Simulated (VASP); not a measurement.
Input of a VASP 6.6.1 run:

INCAR

```
SYSTEM = TiC
PREC = Accurate
ENCUT = 600
EDIFF = 1E-6
ISMEAR = -1
SIGMA = 0.15
LREAL = .FALSE.
LASPH = .TRUE.
NELM = 120
ALGO = Normal
ISIF = 2
LWAVE = .FALSE.
LCHARG = .FALSE.
GGA = PS
NBANDS = 15
GGA_COMPAT = .FALSE.
```

KPOINTS

```
regular mesh
0
G
  11 11 11
  0 0 0
```

The input POSCAR:

```
TiC
1.0
    0.0000000000      2.1593000000      2.1593000000
    2.1593000000      0.0000000000      2.1593000000
    2.1593000000      2.1593000000      0.0000000000
Ti C
1 1
Direct
    0.0000000000      0.0000000000      0.0000000000
    0.5000000000      0.5000000000      0.5000000000
```

Potentials or basis: VASP PAW PBE potentials, release 64 (Ti_sv, C).

The run is started by

```bash
$ cat potpaw_PBE.64/Ti_sv/POTCAR potpaw_PBE.64/C/POTCAR > POTCAR
$ mpirun -np 1 vasp_std > vasp.out
```

Question: Estimate the pressure.

Answer: -4.3 GPa.

Question: What does it give for the band gap on the k mesh?

Answer: Zero (band 8 reaches 10.07 eV, above the bottom of band 9 at 8.99 eV).

Caveat: the PAW data sets were made with another functional, which shifts forces and pressure a little.
